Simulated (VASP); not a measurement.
Sr2SO:

```
Sr S O
1.0
     4.04324    0.00000    0.00000
     0.00000    4.04324    0.00000
     0.00000    0.00000    5.71800
Sr S O
2 1 1
Direct
  0.50000 0.50000 0.50000
  0.00000 0.00000 0.00000
  0.00000 0.00000 0.50000
  0.50000 0.50000 0.00000
```

Base run:

| Item | Value |
| --- | --- |
| Program | VASP 6.6.1 |
| Functional | BLYP |
| Potentials or basis | VASP PAW PBE potentials, release 64 (Sr_sv, S, O) |
| Cutoff | 520 eV |
| k mesh | 4 × 4 × 3 |
| Occupations | fermi-dirac, width 0.05 eV |
| Spin | no spin polarisation |

Its results: band gap on the k mesh 2.34 eV; pressure 2.2 GPa.

The run is repeated on the same cell with these changes: functional from BLYP to r2SCAN. What comes out?

Band gap on the k mesh 2.60 eV; pressure -0.7 GPa.

Caveats: the PAW data sets were made with another functional, which shifts forces and pressure a little; an odd mesh through Γ misses points on the zone boundary, where band edges can lie.
